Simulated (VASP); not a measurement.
## SiC: single point with revPBE

SiC:

```
Si C
1.0
     3.07423    0.00000    0.00000
    -1.53711    2.66236    0.00000
     0.00000    0.00000   15.06818
Si C
6 6
Direct
  0.66667 0.33333 0.45830
  0.33333 0.66667 0.95830
  0.66667 0.33333 0.79170
  0.33333 0.66667 0.29170
  0.00000 0.00000 0.62500
  0.00000 0.00000 0.12500
  0.66667 0.33333 0.33330
  0.33333 0.66667 0.83330
  0.66667 0.33333 0.66670
  0.33333 0.66667 0.16670
  0.00000 0.00000 0.50000
  0.00000 0.00000 0.00000
```

* Program: VASP 6.6.1
* Task: single point
* Functional: revPBE
* Potentials or basis: VASP PAW PBE potentials, release 64 (Si, C)
* Cutoff: 520 eV
* k mesh: 10 × 10 × 2
* Occupations: fermi-dirac, width 0.05 eV
* Spin: no spin polarisation
* Dipole correction: no
* Further INCAR settings: ALGO = Normal; EDIFF = 1e-07; NBANDS = 36

```yaml
Pressure: 6.8 GPa
Largest_force: 0.144 eV/Å
Band_gap_on_the_k_mesh: 2.02 eV (least direct gap 3.12 eV)
```

Forces on the atoms (eV/Å):
```
Si   0.000  0.000  0.061
Si   0.000  0.000  0.061
Si   0.000  0.000  0.029
Si   0.000  0.000  0.029
Si   0.000  0.000  0.039
Si   0.000  0.000  0.039
C    0.000  0.000 -0.017
C    0.000  0.000 -0.017
C    0.000  0.000  0.032
C    0.000  0.000  0.032
C    0.000  0.000 -0.144
C    0.000  0.000 -0.144
```

Stress tensor (GPa, compression positive):
```
6.54 0.00 0.00
0.00 6.54 0.00
0.00 0.00 7.30
```

Levels at points of the mesh, in eV from the valence-band top:
| k point | band 20 | band 21 | band 22 | band 23 | band 24 | band 25 | band 26 | band 27 | band 28 | band 29 |
| --- | --- | --- | --- | --- | --- | --- | --- | --- | --- | --- |
| (0.00, 0.00, 0.00) | -0.30 | -0.30 | -0.05 | 0.00 | 0.00 | 5.25 | 5.42 | 5.83 | 6.34 | 6.40 |
| (0.50, 0.00, 0.00) | -2.26 | -1.82 | -1.78 | -1.67 | -1.09 | 2.02 | 2.22 | 3.24 | 3.92 | 4.64 |
| (0.00, 0.00, 0.50) | -0.64 | -0.10 | -0.10 | -0.10 | -0.10 | 5.31 | 5.31 | 6.06 | 6.06 | 6.74 |
| (0.50, 0.00, 0.50) | -2.36 | -1.72 | -1.72 | -1.30 | -1.30 | 2.07 | 2.07 | 3.46 | 3.46 | 4.88 |

Run time: 52 s on 1 thread of Intel(R) Xeon(R) 6975P-C (Granite Rapids) (shared host), peak memory 0.27 GiB.

Caveat: the cell stands under pressure; the PAW data sets were made with another functional, which shifts forces and pressure a little. A k mesh can miss the band edges.
